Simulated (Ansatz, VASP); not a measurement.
# Pt in VASP and in Ansatz

Contents of INCAR:

```
PREC = Accurate ; ENCUT = 520
EDIFF = 1E-7 ; ISMEAR = -1
SIGMA = 0.02 ; LREAL = F
LASPH = T ; NELM = 100
ALGO = Fast ; ISIF = 2
LWAVE = F ; LCHARG = F
GGA = PE ; NBANDS = 11
```

The input KPOINTS:

```
Automatic mesh
0
Gamma
  24 24 24
```

Contents of POSCAR:

```
Pt
1.0
    0.0000000000      2.1977790799      1.5538298095
    2.1977790799      0.0000000000      1.5538298095
    2.1977790799      2.1977790799      0.0000000000
Pt
1
Direct
    0.0000000000      0.0000000000      0.0000000000
```

Input for Ansatz:

```yaml
crystal:
  lattice:
    - [0.0, 2.1977790799, 1.5538298095]
    - [2.1977790799, 0.0, 1.5538298095]
    - [2.1977790799, 2.1977790799, 0.0]
  atoms:
    - { symbol: Pt, position: [0.0, 0.0, 0.0] }
basis:
  ecutwfc: 420
kpoints:
  mp_grid: { grid: [24, 24, 24] }
hamiltonian:
  xc: pbe
scf:
  occupations: { method: fermi_dirac, width: 0.02 }
output:
  forces: true
  stress: true
  eigenvalues: true
```

Alike in both runs: task single point; functional PBE; k mesh 24 × 24 × 24; occupations fermi-dirac, width 0.02 eV; no spin polarisation.

|  | VASP | Ansatz |
| --- | --- | --- |
| version | VASP 6.6.1 | Ansatz 0.2.0 |
| potentials or method | VASP PAW PBE potentials, release 64 (Pt), cutoff 520 eV | scalar-relativistic, plane waves, PAW |
| valence electrons in the cell | 10 | 18 |

VASP gave:

- gap on the k mesh at the Fermi level (eV): none
- pressure (GPa): 14.1

Task: Estimate Ansatz's values.

Result: gap on the k mesh at the Fermi level (eV): none; pressure (GPa): 14.6.

A gap of «none» marks a metal or a gap that the smearing closes. VASP's potentials hold 10 valence electrons a cell and Ansatz's 18, so a difference there can come from the potentials and not from the codes.

Neither program's run includes spin-orbit coupling.
